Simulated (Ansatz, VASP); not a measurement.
**One calculation of TaCl3F, two programs**

```xyz
5
Lattice="4.9085 0.0000 0.0000 0.0000 4.9085 0.0000 0.0000 0.0000 4.9357" Properties=species:S:1:pos:R:3 pbc="T T T"
Ta    2.4542    2.4542    2.5271
Cl    2.4542    2.4542    4.8074
Cl    0.0000    2.4542    2.4679
Cl    2.4542    0.0000    2.4679
F     0.0000    0.0000    0.0000
```

Change from the starting cell: species swapped into the CsEuCl3 type (P4mm, No. 99).

Alike in both runs: task relaxation of cell and atoms; functional PBE; k mesh 3 × 3 × 3; occupations gaussian, width 0.15 eV; no spin polarisation.

```csv
,VASP,Ansatz
version,VASP 6.6.1,Ansatz 0.2.0
potentials or method,"VASP PAW PBE potentials, release 64 (Ta_pv, Cl, F), cutoff 600 eV","scalar-relativistic, plane waves, PAW"
valence electrons in the cell,39,41
```

VASP gave:

```
gap on the k mesh at the Fermi level, each at its own relaxed structure (eV) : none
relaxed volume (Å³/atom)                                                     : 21.51
relaxed cell length with the largest relative difference (Å)                 : 4.751
```

**Question.** What did Ansatz give for the same quantities?

**Answer.** gap on the k mesh at the Fermi level, each at its own relaxed structure (eV): none; relaxed volume (Å³/atom): 21.50; relaxed cell length with the largest relative difference (Å): 4.710.

A gap of «none» marks a metal or a gap that the smearing closes. VASP's potentials hold 39 valence electrons a cell and Ansatz's 41, so a difference there can come from the potentials and not from the codes.

The k mesh is coarse, so the values compare programs but aren't converged. Neither program's run includes spin-orbit coupling.
